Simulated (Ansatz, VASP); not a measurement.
BAs: VASP beside Ansatz

The input POSCAR:

```
BAs
1.0
    2.9570103300      0.0000000000      0.0000000000
    0.0000000000      2.9570103300      0.0000000000
    0.0000000000      0.0000000000      2.9570103300
B As
1 1
Direct
    0.5000000000      0.5000000000      0.5000000000
    0.0000000000      0.0000000000      0.0000000000
```

INCAR.step1

```
ALGO = Normal
EDIFF = 1E-5
ENCUT = 520
GGA = PE
ISIF = 2
ISMEAR = -1
LASPH = True
LCHARG = False
LREAL = False
LWAVE = True
NBANDS = 11
NELM = 60
PREC = Accurate
SIGMA = 0.05
```

File INCAR.step2:

```
AEXX = 0.25
ALGO = Normal
EDIFF = 1E-6
ENCUT = 520
GGA = PS
ISIF = 2
ISMEAR = -1
ISTART = 1
LASPH = True
LCHARG = False
LHFCALC = True
LREAL = False
LWAVE = False
NBANDS = 11
NELM = 60
PREC = Accurate
PRECFOCK = Normal
SIGMA = 0.05
```

File KPOINTS:

```
k-points
0
Gamma
  5 5 5
```

Contents of input.yaml:

```yaml
crystal:
  lattice:
    - [2.95701033, 0.0, 0.0]
    - [0.0, 2.95701033, 0.0]
    - [0.0, 0.0, 2.95701033]
  atoms:
    - { symbol: B, position: [0.5, 0.5, 0.5] }
    - { symbol: As, position: [0.0, 0.0, 0.0] }
hamiltonian:
  xc: { exchange: pbesol, correlation: pbesol, exx: { coeff: 0.25 } }
  pseudopotentials: { kind: paw }
kpoints:
  mp_grid: { grid: [5, 5, 5] }
scf:
  occupations: { method: fermi_dirac, width: 0.05 }
output:
  forces: true
  stress: true
  eigenvalues: true
```

Alike in both runs: task single point; functional PBEsol-based global hybrid; k mesh 5 × 5 × 5; occupations fermi-dirac, width 0.05 eV; no spin polarisation.

|  | VASP | Ansatz |
| --- | --- | --- |
| version | VASP 6.6.1 | Ansatz 0.2.0 |
| potentials or method | VASP PAW PBE potentials, release 64 (B, As) | Ansatz PAW |
| plane-wave cutoff (eV) | 520 | 420 |
| valence electrons in the cell | 8 | 18 |

VASP gave:

| Quantity | Value |
| --- | --- |
| gap on the k mesh at the Fermi level (eV) | none |
| pressure (GPa) | -11.7 |

Which values does Ansatz return?

gap on the k mesh at the Fermi level (eV): none; pressure (GPa): -11.3.

VASP's potentials were made for PBE, not for PBEsol-based global hybrid. A gap of «none» marks a metal or a gap that the smearing closes. VASP's potentials hold 8 valence electrons a cell and Ansatz's 18, so a difference there can come from the potentials and not from the codes.

The k mesh is coarse, so the values compare programs but aren't converged.
